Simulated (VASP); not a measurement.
# LiBr in VASP: further runs

The runs below take LiBr through single point, with PBE.

Everything below comes from runs of VASP 6.6.1. Logs are shortened: lines on timing, memory, paths and dates and some standing lists are left out, and cuts for length are marked.

### Step 1. The cell of the first run

It takes space group Fm-3m (No. 225, cubic). The conventional cell has a = 5.479 Å, b = 5.479 Å, c = 5.479 Å, α = 90.00°, β = 90.00°, γ = 90.00°. Li (site symmetry m-3m) has 6 Br at 2.74 Å within 3.6 Å. Within 3.6 Å of Br (site symmetry m-3m) lie 6 Li at 2.74 Å.

### Step 2. Single point, PBE

Input file INCAR:

```
SYSTEM = LiBr
ALGO = Normal
EDIFF = 1E-6
ENCUT = 750
GGA = PE
GGA_COMPAT = .FALSE.
ISIF = 2
ISMEAR = 0
LASPH = .TRUE.
LCHARG = .FALSE.
LREAL = .FALSE.
LWAVE = .FALSE.
NBANDS = 12
NELM = 120
PREC = Accurate
SIGMA = 0.01
```

Input file KPOINTS:

```
k-points
0
G
  4 4 4
  0 0 0
```

Input file POSCAR:

```
LiBr
1.0
    0.0000000000      2.7395650468      2.7395650468
    2.7395650468      0.0000000000      2.7395650468
    2.7395650468      2.7395650468      0.0000000000
Li Br
1 1
Direct
    0.0000000000      0.0000000000      0.0000000000
    0.5000000000      0.5000000000      0.5000000000
```

Potentials or basis: VASP PAW PBE potentials, release 64 (Li_sv, Br).

Command:

```
$ cat potpaw_PBE.64/Li_sv/POTCAR potpaw_PBE.64/Br/POTCAR > POTCAR
$ mpirun -np 1 vasp_std > vasp.out
```

OUTCAR:

```text
SYSTEM = LiBr
   EDIFF = 1E-6
   ENCUT = 750
   GGA = PE
   ISIF = 2
   ISMEAR = 0
   LASPH = .TRUE.
   LREAL = .FALSE.
   NELM = 120
   PREC = Accurate

 ion  position               nearest neighbor table
   1  0.000  0.000  0.000-
   2  0.500  0.500  0.500-

  LATTYP: Found a face centered cubic cell.
 ALAT       =     5.4791300936

  Lattice vectors:

 A1 = (   0.0000000000,   2.7395650468,   2.7395650468)
 A2 = (   2.7395650468,   0.0000000000,   2.7395650468)
 A3 = (   2.7395650468,   2.7395650468,   0.0000000000)

Analysis of symmetry for initial positions (statically):
=====================================================================
 Subroutine PRICEL returns:
 Original cell was already a primitive cell.

 Routine SETGRP: Setting up the symmetry group for a
 face centered cubic supercell.

 Subroutine GETGRP returns: Found 48 space group operations
 (whereof 48 operations were pure point group operations)
 out of a pool of 48 trial point group operations.

The static configuration has the point symmetry O_h .

Analysis of symmetry for dynamics (positions and initial velocities):
=====================================================================
 Subroutine PRICEL returns:
 Original cell was already a primitive cell.

 Routine SETGRP: Setting up the symmetry group for a
 face centered cubic supercell.

 Subroutine GETGRP returns: Found 48 space group operations
 (whereof 48 operations were pure point group operations)
 out of a pool of 48 trial point group operations.

The dynamic configuration has the point symmetry O_h .

 Subroutine INISYM returns: Found 48 space group operations
 (whereof 48 operations are pure point group operations),
 and found     1 'primitive' translations

----------------------------------------------------------------------------------------

                                     Primitive cell

  volume of cell :      41.1221

  direct lattice vectors                    reciprocal lattice vectors
     0.000000000  2.739565047  2.739565047    -0.182510724  0.182510724  0.182510724
     2.739565047  0.000000000  2.739565047     0.182510724 -0.182510724  0.182510724
     2.739565047  2.739565047  0.000000000     0.182510724  0.182510724 -0.182510724

  length of vectors
     3.874330044  3.874330044  3.874330044     0.316117847  0.316117847  0.316117847

  position of ions in fractional coordinates (direct lattice)
     0.000000000  0.000000000  0.000000000
     0.500000000  0.500000000  0.500000000

  ion indices of the primitive-cell ions
[... 68 lines left out ...]
   PSTRESS=    0.0 pullay stress
   NELECT =      10.0000    total number of electrons
   NUPDOWN=      -1.0000    fix difference up-down
   EMIN   =  10.00;   EMAX   =-10.00  energy-range for DOS
   EFERMI =   0.00;   METHOD = LEGACY
   ISMEAR =     0;   SIGMA  =   0.01  broadening in eV -4-tet -1-fermi 0-gaus
   EFERMI_NEDOS =   21; number of points for ismear=-14 and -15
   IALGO  =     38    algorithm
   IMIX   =      4    mixing-type and parameters
     AMIX     =   0.40;   BMIX     =  1.00
     AMIX_MAG =   1.60;   BMIX_MAG =  1.00
  volume/ion in A,a.u.               =      20.56       138.75
  Fermi-wavevector in a.u.,A,eV,Ry     =   1.021841  1.930999 14.206639  1.044159
  Thomas-Fermi vector in A             =   2.155487
   LORBIT       =      0    0 simple, 1 ext, 2 COOP (PROOUT), +10 PAW based schemes
   GGA     = PE    functional components
   LHFCALC =     F    Hartree Fock is set to
   AEXX    =    0.0000 exact exchange contribution
   IVDW    =     0    specifies the selected vdW correction
   LEPSILON=     F    determine dielectric tensor
   LRPA    =     F    only Hartree local field effects (RPA)
 non-spin polarized calculation
 Gauss-broadening in eV      SIGMA  =   0.01
  energy-cutoff  :      750.00
  volume of cell :       41.12
 maximum number of plane-waves:      1928
 NGX is ok and might be reduce to    36
   NGX = 17   NGY = 17   NGZ = 17

 number of electron      10.0000001 magnetization

 Free energy of the ion-electron system (eV)
  ---------------------------------------------------
  ext. energy  EPLUGINS =         0.00000000
  ---------------------------------------------------
  free energy    TOTEN  =        -6.62954624 eV

  energy without entropy =       -6.62954624  energy(sigma->0) =       -6.62954624

 E-fermi :   0.4897     XC(G=0):  -8.4721

 val. band max:        0.4047364186   @ k =   0.0000   0.0000   0.0000
 cond. band min:       5.3960513674   @ k =   0.0000   0.0000   0.0000
 fundamental gap:      4.9913149488
 Fermi energy:         0.4896868615

 k-point     1 :       0.0000    0.0000    0.0000
  band No.  band energies     occupation
      1     -43.9906      2.00000
      2     -13.0668      2.00000
      3       0.4047      2.00000
      4       0.4047      2.00000
      5       0.4047      2.00000
      6       5.3961      0.00000
      7      10.9102      0.00000
      8      10.9102      0.00000
      9      10.9102      0.00000
     10      12.6918      0.00000
     11      12.6918      0.00000
     12      12.6918      0.00000
[... 91 lines left out ...]
 k-point     8 :      -0.2500    0.5000    0.2500
  band No.  band energies     occupation
      1     -43.9892      2.00000
      2     -12.3879      2.00000
      3      -1.7783      2.00000
      4      -1.7783      2.00000
      5      -0.7567      2.00000
      6       8.4542      0.00000
      7       8.9909      0.00000
      8       9.8860      0.00000
      9       9.8860      0.00000
     10      14.4597      0.00000
     11      14.4597      0.00000
     12      17.8677      0.00000

------------------------ aborting loop because EDIFF is reached ----------------------------------------

  FORCE on cell =-STRESS in cart. coord.  units (eV):
  Direction    XX          YY          ZZ          XY          YZ          ZX
  --------------------------------------------------------------------------------------
  -------------------------------------------------------------------------------------
  Total        0.1466537      0.1466537      0.1466537     -0.0000000     -0.0000000      0.0000000
  in kB        5.7138505      5.7138505      5.7138505     -0.0000000     -0.0000000      0.0000000
  external PRESSURE =       5.7138505 kB  Pullay stress =       0.0000000 kB

 VOLUME and BASIS-vectors are now :
 -----------------------------------------------------------------------------
  energy-cutoff  :      750.00
  volume of cell :       41.12
      direct lattice vectors                 reciprocal lattice vectors
     0.000000000  2.739565047  2.739565047    -0.182510724  0.182510724  0.182510724
     2.739565047  0.000000000  2.739565047     0.182510724 -0.182510724  0.182510724
     2.739565047  2.739565047  0.000000000     0.182510724  0.182510724 -0.182510724

 POSITION                                       TOTAL-FORCE (eV/Angst)
 -----------------------------------------------------------------------------------
      0.00000      0.00000      0.00000         0.000000     -0.000000      0.000000
      2.73957      2.73957      2.73957        -0.000000      0.000000     -0.000000
 -----------------------------------------------------------------------------------
    total drift:                                0.000000      0.000000      0.000000

  FREE ENERGIE OF THE ION-ELECTRON SYSTEM (eV)
  ---------------------------------------------------
  free  energy   TOTEN  =        -6.6295462377 eV

  energy  without entropy=       -6.6295462377  energy(sigma->0) =       -6.62954624
```

OSZICAR:

```text
N       E                     dE             d eps       ncg     rms          rms(c)
DAV:   1     0.460182155638E+02    0.46018E+02   -0.47494E+03   192   0.952E+02
DAV:   2    -0.263312886610E+01   -0.48651E+02   -0.47073E+02   248   0.156E+02
DAV:   3    -0.646155192712E+01   -0.38284E+01   -0.38111E+01   240   0.411E+01
DAV:   4    -0.665698872889E+01   -0.19544E+00   -0.19539E+00   272   0.830E+00
DAV:   5    -0.665837199366E+01   -0.13833E-02   -0.13833E-02   236   0.765E-01    0.196E+00
DAV:   6    -0.662483657443E+01    0.33535E-01   -0.64798E-02   248   0.118E+00    0.120E+00
DAV:   7    -0.662704636060E+01   -0.22098E-02   -0.38439E-02   268   0.104E+00    0.436E-01
DAV:   8    -0.662951240892E+01   -0.24660E-02   -0.45688E-03   228   0.458E-01    0.630E-02
DAV:   9    -0.662951438417E+01   -0.19752E-05   -0.11986E-04   232   0.808E-02    0.270E-02
DAV:  10    -0.662954474741E+01   -0.30363E-04   -0.49569E-05   236   0.464E-02    0.173E-02
DAV:  11    -0.662954613041E+01   -0.13830E-05   -0.58536E-06   244   0.144E-02    0.371E-03
DAV:  12    -0.662954623769E+01   -0.10728E-06   -0.22923E-07   148   0.354E-03
   1 F= -.66295462E+01 E0= -.66295462E+01  d E =-.120544E-34
```

Run time: 6.6 s. Hardware: 1 thread of AMD EPYC 7R13 (Zen 3), shared host; peak memory 0.17 GiB.

What came out:

```yaml
Free_energy: -6.6295 eV
Pressure: 0.6 GPa
Band_gap_on_the_k_mesh: 4.99 eV
```

Caveat: the k points lie up to 0.50 Å⁻¹ apart.

### Step 3. Single point, PBE (uniaxial x strain +2.5%)

Input file INCAR:

```
PREC = Accurate
ENCUT = 750
EDIFF = 1E-6
ISMEAR = 0
SIGMA = 0.01
LREAL = False
LASPH = True
NELM = 120
ALGO = Normal
ISIF = 2
LWAVE = False
LCHARG = False
GGA = PE
NBANDS = 12
GGA_COMPAT = False
```

Input file KPOINTS:

```
Automatic mesh
0
Gamma
  4 4 4
```

Input file POSCAR:

```
LiBr
1.0
    0.0000000000      2.7395650468      2.7395650468
    2.8080541729      0.0000000000      2.7395650468
    2.8080541729      2.7395650468      0.0000000000
Li Br
1 1
Direct
    0.0000000000      0.0000000000      0.0000000000
    0.5000000000      0.5000000000      0.5000000000
```

Potentials or basis: VASP PAW PBE potentials, release 64 (Li_sv, Br).

Command:

```
$ cat potpaw_PBE.64/Li_sv/POTCAR potpaw_PBE.64/Br/POTCAR > POTCAR
$ mpirun -np 1 vasp_std > vasp.out
```

OUTCAR:

```text
PREC = Accurate
   ENCUT = 750
   EDIFF = 1E-6
   ISMEAR = 0
   LREAL = False
   LASPH = True
   NELM = 120
   ISIF = 2
   GGA = PE

 ion  position               nearest neighbor table
   1  0.000  0.000  0.000-
   2  0.500  0.500  0.500-

  LATTYP: Found a body centered tetragonal cell.
 ALAT       =     3.8743300442
 C/A-ratio  =     1.4495689014

  Lattice vectors:

 A1 = (   2.8080541729,   0.0000000000,   2.7395650468)
 A2 = (   2.8080541729,   0.0000000000,  -2.7395650468)
 A3 = (  -2.8080541729,   2.7395650468,   0.0000000000)

Analysis of symmetry for initial positions (statically):
=====================================================================
 Subroutine PRICEL returns:
 Original cell was already a primitive cell.

 Routine SETGRP: Setting up the symmetry group for a
 body centered tetragonal supercell.

 Subroutine GETGRP returns: Found 16 space group operations
 (whereof 16 operations were pure point group operations)
 out of a pool of 16 trial point group operations.

[... 160 lines left out ...]
      1     -44.1987      2.00000
      2     -13.1573      2.00000
      3       0.2080      2.00000
      4       0.2080      2.00000
      5       0.2745      2.00000
      6       5.1166      0.00000
      7      10.5908      0.00000
      8      10.7871      0.00000
      9      10.7871      0.00000
     10      12.1149      0.00000
     11      12.5659      0.00000
     12      12.5659      0.00000
[... 166 lines left out ...]
 k-point    13 :       0.0000    0.5000    0.5000
  band No.  band energies     occupation
      1     -44.1976      2.00000
      2     -12.5426      2.00000
      3      -2.5868      2.00000
      4      -0.8310      2.00000
      5      -0.8310      2.00000
      6       6.4872      0.00000
      7       7.4308      0.00000
      8      11.5363      0.00000
      9      12.6809      0.00000
     10      12.6809      0.00000
     11      15.9055      0.00000
     12      17.6732      0.00000

------------------------ aborting loop because EDIFF is reached ----------------------------------------

  FORCE on cell =-STRESS in cart. coord.  units (eV):
  Direction    XX          YY          ZZ          XY          YZ          ZX
  --------------------------------------------------------------------------------------
  -------------------------------------------------------------------------------------
  Total       -0.1138421      0.0330515      0.0330515     -0.0000000      0.0000000      0.0000000
  in kB       -4.3272789      1.2563286      1.2563286     -0.0000000      0.0000000      0.0000000
  external PRESSURE =      -0.6048739 kB  Pullay stress =       0.0000000 kB

 VOLUME and BASIS-vectors are now :
 -----------------------------------------------------------------------------
  energy-cutoff  :      750.00
  volume of cell :       42.15
      direct lattice vectors                 reciprocal lattice vectors
     0.000000000  2.739565047  2.739565047    -0.178059243  0.182510724  0.182510724
     2.808054173  0.000000000  2.739565047     0.178059243 -0.182510724  0.182510724
     2.808054173  2.739565047  0.000000000     0.178059243  0.182510724 -0.182510724

 POSITION                                       TOTAL-FORCE (eV/Angst)
 -----------------------------------------------------------------------------------
      0.00000      0.00000      0.00000         0.000000      0.000000      0.000000
      2.80805      2.73957      2.73957         0.000000      0.000000     -0.000000
 -----------------------------------------------------------------------------------
    total drift:                                0.000000      0.000000      0.000000

  FREE ENERGIE OF THE ION-ELECTRON SYSTEM (eV)
  ---------------------------------------------------
  free  energy   TOTEN  =        -6.6299788136 eV

  energy  without entropy=       -6.6299788136  energy(sigma->0) =       -6.62997881
```

It took 8.4 s on 1 thread of AMD EPYC 7R13 (Zen 3), shared host; peak memory 0.17 GiB.

Results:

| Quantity | Value |
| --- | --- |
| Free energy | -6.6300 eV |
| Pressure | -0.1 GPa |
| Band gap on the k mesh | 4.84 eV |

Stress tensor (GPa, compression positive):
```
-0.43  0.00  0.00
 0.00  0.13  0.00
 0.00  0.00  0.13
```

Levels at points of the mesh, in eV from the valence-band top:
| k point | band 3 | band 4 | band 5 | band 6 | band 7 | band 8 |
| --- | --- | --- | --- | --- | --- | --- |
| (0.00, 0.00, 0.00) | -0.07 | -0.07 | 0.00 | 4.84 | 10.32 | 10.51 |
| (0.50, 0.00, 0.00) | -2.87 | -0.33 | -0.27 | 5.57 | 7.97 | 8.14 |
| (0.50, 0.50, 0.00) | -2.87 | -1.26 | -1.10 | 6.17 | 7.06 | 11.59 |
| (0.00, 0.50, 0.50) | -2.86 | -1.11 | -1.11 | 6.21 | 7.16 | 11.26 |

Caveat: the k points lie up to 0.49 Å⁻¹ apart; the cell differs from its parent crystal (uniaxial x strain +2.5%).
